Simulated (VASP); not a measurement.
# Ba2Ru (P-3m1) in VASP: single point with PBE

Aim: the single point of Ba2Ru with PBE.

All numbers are computed with VASP 6.6.1; they aren't measurements. Logs are shortened: lines on timing, memory, paths and dates and some standing lists are left out, and cuts for length are marked.

**1. The cell of the first run**

The structure is trigonal, space group P-3m1 (No. 164). The conventional cell has a = 3.998 Å, b = 3.998 Å, c = 5.542 Å, α = 90.00°, β = 90.00°, γ = 120.00°. Within 3.7 Å of Ba (site symmetry 3m) lie 3 Ru at 2.67 Å and 6 Ba at 3.54 to 3.68 Å. Within 3.5 Å of Ru (site symmetry -3m) lie 6 Ba at 2.67 Å.

The cell was generated, and may not be a known phase.

**2. Single point, PBE**

File INCAR:

```
PREC     = Accurate       # precision mode
ENCUT    = 560            # plane-wave cutoff, eV
EDIFF    = 1E-6           # SCF threshold, eV
ISMEAR   = 0              # smearing method
SIGMA    = 0.1            # smearing width, eV
LREAL    = F              # projectors in reciprocal space
LASPH    = T              # aspherical terms in the spheres
NELM     = 120            # most SCF steps
ALGO     = Normal         # electronic algorithm
ISIF     = 2              # what is computed and relaxed
LWAVE    = F              # write WAVECAR
LCHARG   = T              # write CHGCAR
GGA      = PE             # functional
LELF     = T              # ELF
LVHAR    = T            
NBANDS   = 25             # bands
GGA_COMPAT= F
```

File KPOINTS:

```
regular mesh
0
Gamma
  6 6 4
```

File POSCAR:

```
Ba2Ru
1.0
    3.9975793100      0.0000000000      0.0000000000
   -1.9987896500      3.4620052300      0.0000000000
    0.0000000000      0.0000000000      5.5423107100
Ba Ru
2 1
Direct
    0.3333333300      0.6666666700      0.2419167500
    0.6666666700      0.3333333300      0.7580832500
    0.0000000000      0.0000000000      0.0000000000
```

Potentials or basis: VASP PAW PBE potentials, release 64 (Ba_sv, Ru_sv).

The run is started by

```
> cat potpaw_PBE.64/Ba_sv/POTCAR potpaw_PBE.64/Ru_sv/POTCAR > POTCAR
> mpirun -np 1 vasp_std > vasp.out
```

OUTCAR:

```text
PREC = Accurate
   ENCUT = 560
   EDIFF = 1E-6
   ISMEAR = 0
   LREAL = F
   LASPH = T
   NELM = 120
   ISIF = 2
   GGA = PE

 ion  position               nearest neighbor table
   1  0.333  0.667  0.242-   3 2.67   3 2.67   3 2.67   2 3.54   2 3.54   2 3.54   2 3.68   2 3.68
                             2 3.68
   2  0.667  0.333  0.758-   3 2.67   3 2.67   3 2.67   1 3.54   1 3.54   1 3.54   1 3.68   1 3.68
                             1 3.68
   3  0.000  0.000  0.000-   1 2.67   2 2.67   1 2.67   2 2.67   2 2.67   1 2.67

  LATTYP: Found a hexagonal cell.
 ALAT       =     3.9975793100
 C/A-ratio  =     1.3864166988

  Lattice vectors:

 A1 = (   3.9975793100,   0.0000000000,   0.0000000000)
 A2 = (  -1.9987896500,   3.4620052300,   0.0000000000)
 A3 = (   0.0000000000,   0.0000000000,   5.5423107100)

Analysis of symmetry for initial positions (statically):
=====================================================================
 Subroutine PRICEL returns:
 Original cell was already a primitive cell.

 Routine SETGRP: Setting up the symmetry group for a
 hexagonal supercell.

 Subroutine GETGRP returns: Found 12 space group operations
 (whereof 12 operations were pure point group operations)
 out of a pool of 24 trial point group operations.

The static configuration has the point symmetry D_3d.

Analysis of symmetry for dynamics (positions and initial velocities):
=====================================================================
 Subroutine PRICEL returns:
 Original cell was already a primitive cell.

 Routine SETGRP: Setting up the symmetry group for a
 hexagonal supercell.

 Subroutine GETGRP returns: Found 12 space group operations
 (whereof 12 operations were pure point group operations)
 out of a pool of 24 trial point group operations.

The dynamic configuration has the point symmetry D_3d.

 Subroutine INISYM returns: Found 12 space group operations
 (whereof 12 operations are pure point group operations),
 and found     1 'primitive' translations

----------------------------------------------------------------------------------------

                                     Primitive cell

  volume of cell :      76.7036

  direct lattice vectors                    reciprocal lattice vectors
     3.997579310  0.000000000  0.000000000     0.250151385  0.144424969  0.000000000
    -1.998789650  3.462005230  0.000000000     0.000000000  0.288849939  0.000000000
     0.000000000  0.000000000  5.542310710     0.000000000  0.000000000  0.180430159

  length of vectors
     3.997579310  3.997579302  5.542310710     0.288849939  0.288849939  0.180430159

  position of ions in fractional coordinates (direct lattice)
     0.333333330  0.666666670  0.241916750
     0.666666670  0.333333330  0.758083250
     0.000000000  0.000000000  0.000000000

  ion indices of the primitive-cell ions
   primitive index   ion index
                 1           1
                 2           2
                 3           3

----------------------------------------------------------------------------------------

 KPOINTS: regular mesh

Automatic generation of k-mesh.
 Grid dimensions read from file:
 generate k-points for:    6    6    4

 Generating k-lattice:

  Cartesian coordinates                     Fractional coordinates (reciprocal lattice)
     0.041691897  0.024070828  0.000000000     0.166666667  0.000000000  0.000000000
     0.000000000  0.048141657  0.000000000     0.000000000  0.166666667  0.000000000
     0.000000000  0.000000000  0.045107540     0.000000000  0.000000000  0.250000000

  Length of vectors
     0.048141656  0.048141657  0.045107540

  Shift w.r.t. Gamma in fractional coordinates (k-lattice)
     0.000000000  0.000000000  0.000000000

 Subroutine IBZKPT returns following result:
 ===========================================

 Found     24 irreducible k-points:

 Following reciprocal coordinates:
            Coordinates               Weight
  0.000000  0.000000  0.000000      1.000000
  0.166667 -0.000000  0.000000      6.000000
  0.333333 -0.000000  0.000000      6.000000
  0.500000  0.000000  0.000000      3.000000
  0.166667  0.166667  0.000000      6.000000
  0.333333  0.166667  0.000000     12.000000
[... 16 lines left out ...]
  0.333333  0.166667  0.500000     12.000000
  0.333333  0.333333  0.500000      2.000000
   k-points           NKPTS =     24   k-points in BZ     NKDIM =     24   number of bands    NBANDS=     25
   number of dos      NEDOS =    301   number of ions     NIONS =      3
   total plane-waves  NPLWV =  49152
   dimension x,y,z NGX =    32 NGY =   32 NGZ =   48
   dimension x,y,z NGXF=    64 NGYF=   64 NGZF=   96
   ions per type =               2   1
   NGX,Y,Z   is equivalent  to a cutoff of  13.31, 13.31, 14.40 a.u.
   NGXF,Y,Z  is equivalent  to a cutoff of  26.62, 26.62, 28.80 a.u.
 SYSTEM =  unknown system
   PREC   = accura    normal or accurate (medium, high low for compatibility)
   ISTART =      0    job   : 0-new  1-cont  2-samecut
   ICHARG =      2    charge: 1-file 2-atom 10-const
   ISPIN  =      1    spin polarized calculation?
   LNONCOLLINEAR =      F non collinear calculations
   LSORBIT =      F    spin-orbit coupling
   LASPH  =      T    aspherical Exc in radial PAW
   ENCUT  =  560.0 eV  41.16 Ry    6.42 a.u.   7.71  7.71 10.69*2*pi/ulx,y,z
   NELM   =    120;   NELMIN=  2; NELMDL= -5     # of ELM steps
   EDIFF  = 0.1E-05   stopping-criterion for ELM
   LREAL  =      F    real-space projection
   EDIFFG = 0.1E-04   stopping-criterion for IOM
   NSW    =      0    number of steps for IOM
   IBRION =     -1    ionic relax: 0-MD 1-quasi-New 2-CG
   NFREE  =      0    steps in history (QN), initial steepest desc. (CG)
   ISIF   =      2    stress and relaxation
   ISYM   =      2    0-nonsym 1-usesym 2-fastsym
   POTIM  = 0.5000    time-step for ionic-motion
   TEBEG  =    0.0;   TEEND  =   0.0 temperature during run
   PSTRESS=    0.0 pullay stress
   NELECT =      36.0000    total number of electrons
   NUPDOWN=      -1.0000    fix difference up-down
   EMIN   =  10.00;   EMAX   =-10.00  energy-range for DOS
   EFERMI =   0.00;   METHOD = LEGACY
   ISMEAR =     0;   SIGMA  =   0.10  broadening in eV -4-tet -1-fermi 0-gaus
   EFERMI_NEDOS =   21; number of points for ismear=-14 and -15
   IALGO  =     38    algorithm
   IMIX   =      4    mixing-type and parameters
     AMIX     =   0.40;   BMIX     =  1.00
     AMIX_MAG =   1.60;   BMIX_MAG =  1.00
  volume/ion in A,a.u.               =      25.57       172.54
  Fermi-wavevector in a.u.,A,eV,Ry     =   1.272244  2.404193 22.022458  1.618605
  Thomas-Fermi vector in A             =   2.405133
   LORBIT       =      0    0 simple, 1 ext, 2 COOP (PROOUT), +10 PAW based schemes
   GGA     = PE    functional components
   LHFCALC =     F    Hartree Fock is set to
   AEXX    =    0.0000 exact exchange contribution
   IVDW    =     0    specifies the selected vdW correction
   LEPSILON=     F    determine dielectric tensor
   LRPA    =     F    only Hartree local field effects (RPA)
 non-spin polarized calculation
 Gauss-broadening in eV      SIGMA  =   0.10
  energy-cutoff  :      560.00
  volume of cell :       76.70
 maximum number of plane-waves:      2350
 NGX is ok and might be reduce to    32
   NGX = 15   NGY = 15   NGZ = 21

 number of electron      35.9999995 magnetization

 Free energy of the ion-electron system (eV)
  ---------------------------------------------------
  ext. energy  EPLUGINS =         0.00000000
  ---------------------------------------------------
  free energy    TOTEN  =        -8.90878148 eV

  energy without entropy =       -8.88347043  energy(sigma->0) =       -8.89612596

 E-fermi :   6.2150     XC(G=0): -10.5710

 val. band max:        6.2100955705   @ k =   0.3333  -0.0000   0.0000
 cond. band min:       6.2160587028   @ k =   0.3333   0.1667   0.5000
 fundamental gap:      0.0059631323
 Fermi energy:         6.2149642554

 k-point     1 :       0.0000    0.0000    0.0000
  band No.  band energies     occupation
      1     -65.1608      2.00000
      2     -35.4351      2.00000
      3     -35.4351      2.00000
      4     -35.2890      2.00000
      5     -21.7507      2.00000
      6     -21.1618      2.00000
[... 17 lines left out ...]
     24      11.9435      0.00000
     25      12.0511      0.00000

 k-point     2 :       0.1667   -0.0000    0.0000
  band No.  band energies     occupation
      1     -65.1605      2.00000
      2     -35.4426      2.00000
      3     -35.4364      2.00000
      4     -35.2868      2.00000
      5     -21.6764      2.00000
      6     -21.1819      2.00000
[... 17 lines left out ...]
     24      10.8689      0.00000
     25      11.3855      0.00000

 k-point     3 :       0.3333   -0.0000    0.0000
  band No.  band energies     occupation
      1     -65.1600      2.00000
      2     -35.4577      2.00000
      3     -35.4391      2.00000
      4     -35.2824      2.00000
      5     -21.5089      2.00000
      6     -21.2378      2.00000
[... 17 lines left out ...]
     24      10.6377      0.00000
     25      11.0297      0.00000

 k-point     4 :       0.5000    0.0000    0.0000
  band No.  band energies     occupation
      1     -65.1597      2.00000
      2     -35.4651      2.00000
      3     -35.4404      2.00000
      4     -35.2802      2.00000
      5     -21.3829      2.00000
      6     -21.3062      2.00000
[... 17 lines left out ...]
     24      10.1607      0.00000
     25      11.9735      0.00000
[... 477 lines left out ...]
 k-point    22 :       0.1667    0.1667    0.5000
  band No.  band energies     occupation
      1     -65.1601      2.00000
      2     -35.4523      2.00000
      3     -35.4400      2.00000
      4     -35.2836      2.00000
      5     -21.4226      2.00000
      6     -21.3576      2.00000
[... 17 lines left out ...]
     24      10.3537      0.00000
     25      11.3931      0.00000

 k-point    23 :       0.3333    0.1667    0.5000
  band No.  band energies     occupation
      1     -65.1597      2.00000
      2     -35.4609      2.00000
      3     -35.4446      2.00000
      4     -35.2803      2.00000
      5     -21.3575      2.00000
      6     -21.3290      2.00000
[... 17 lines left out ...]
     24      10.5543      0.00000
     25      11.2248      0.00000

 k-point    24 :       0.3333    0.3333    0.5000
  band No.  band energies     occupation
      1     -65.1596      2.00000
      2     -35.4549      2.00000
      3     -35.4549      2.00000
      4     -35.2793      2.00000
      5     -21.3277      2.00000
      6     -21.3277      2.00000
[... 17 lines left out ...]
     24      10.0677      0.00000
     25      11.2337      0.00000

------------------------ aborting loop because EDIFF is reached ----------------------------------------

  FORCE on cell =-STRESS in cart. coord.  units (eV):
  Direction    XX          YY          ZZ          XY          YZ          ZX
  --------------------------------------------------------------------------------------
  -------------------------------------------------------------------------------------
  Total       12.7058701     12.7058701     10.5683521      0.0000000      0.0000000     -0.0000000
  in kB      265.3990209    265.3990200    220.7507446      0.0000004      0.0000000     -0.0000000
  external PRESSURE =     250.5162618 kB  Pullay stress =       0.0000000 kB

 VOLUME and BASIS-vectors are now :
 -----------------------------------------------------------------------------
  energy-cutoff  :      560.00
  volume of cell :       76.70
      direct lattice vectors                 reciprocal lattice vectors
     3.997579310  0.000000000  0.000000000     0.250151385  0.144424969  0.000000000
    -1.998789650  3.462005230  0.000000000     0.000000000  0.288849939  0.000000000
     0.000000000  0.000000000  5.542310710     0.000000000  0.000000000  0.180430159

 POSITION                                       TOTAL-FORCE (eV/Angst)
 -----------------------------------------------------------------------------------
     -0.00000      2.30800      1.34078         0.000000      0.000000      2.246980
      1.99879      1.15400      4.20153        -0.000000      0.000000     -2.246980
      0.00000      0.00000      0.00000        -0.000000      0.000000      0.000000
 -----------------------------------------------------------------------------------
    total drift:                               -0.000000     -0.000000     -0.000000

  FREE ENERGIE OF THE ION-ELECTRON SYSTEM (eV)
  ---------------------------------------------------
  free  energy   TOTEN  =        -8.9087814826 eV

  energy  without entropy=       -8.8834704304  energy(sigma->0) =       -8.89612596
```

Run time: 64 s. Hardware: 1 thread of Intel Xeon Platinum 8259CL at 2.50GHz (Skylake/Cascade Lake), shared host; peak memory 0.23 GiB.

What came out:

| Item | Value |
| --- | --- |
| Free energy | -8.9088 eV |
| Pressure | 25.1 GPa |
| Largest force | 2.247 eV/Å |
| Band gap on the k mesh | zero (bands 18 and 19 overlap by 2.14 eV) |

Forces in eV/Å, atoms in the order of the input:
```
Ba   0.000  0.000  2.247
Ba   0.000  0.000 -2.247
Ru   0.000  0.000  0.000
```

Levels at points of the mesh, in eV from the Fermi level:
| k point | band 16 | band 17 | band 18 | band 19 | band 20 | band 21 |
| --- | --- | --- | --- | --- | --- | --- |
| (0.00, 0.00, 0.00) | -1.79 | -1.79 | -1.69 | -1.45 | 1.83 | 1.83 |
| (0.50, 0.00, 0.00) | -0.81 | -0.65 | -0.28 | 0.36 | 1.33 | 2.31 |
| (0.00, 0.00, 0.50) | -1.30 | -1.30 | -0.96 | -0.13 | 1.55 | 1.55 |
| (0.50, 0.00, 0.50) | -0.97 | -0.90 | -0.77 | -0.23 | 1.06 | 3.16 |

Caveat: the cell stands under pressure; spin-orbit coupling is left out, which moves the levels of the heavy elements; forces of over 1 eV/Å act on the atoms, so gaps and moduli don't describe the material at rest.
